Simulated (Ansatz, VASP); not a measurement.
**La2O3 in VASP and in Ansatz**

```
CELL_PARAMETERS angstrom
6.37027 0.00000 0.00000
-3.18514 5.51682 0.00000
0.00000 0.00000 3.28989
ATOMIC_POSITIONS crystal
La 0.66667 0.33333 0.49810
La 0.33333 0.66667 0.50190
O 0.50461 0.00000 0.00000
O 0.00000 0.50461 0.00000
O 0.49539 0.49539 0.00000
```

Alike in both runs: task single point; functional PBEsol; k mesh 5 × 5 × 8; occupations fermi-dirac, width 0.05 eV; no spin polarisation.

|  | VASP | Ansatz |
| --- | --- | --- |
| version | VASP 6.6.1 | Ansatz 0.2.0 |
| potentials or method | VASP PAW PBE potentials, release 64 (La, O), cutoff 520 eV | all-electron LAPW, scalar-relativistic |

```tsv
	VASP	Ansatz	Ansatz less VASP
gap on the k mesh at the Fermi level (eV)	1.56	1.56	-0.004
least direct gap on the mesh (eV)	2.00	2.01	+0.007
pressure (GPa)	-3.3	-3.1	+0.16
traceless stress, the component that is largest in VASP (GPa)	-1.15	-1.14	+0.017
rms of the force components (eV/Å)	0.020	0.020	-0.0002
```

VASP's potentials were made for PBE, not for PBEsol. Atom by atom the forces differ by 0.000 eV/Å (rms over components). Ansatz ran all-electron here, and VASP with PAW potentials.

Spin-orbit coupling is off throughout.
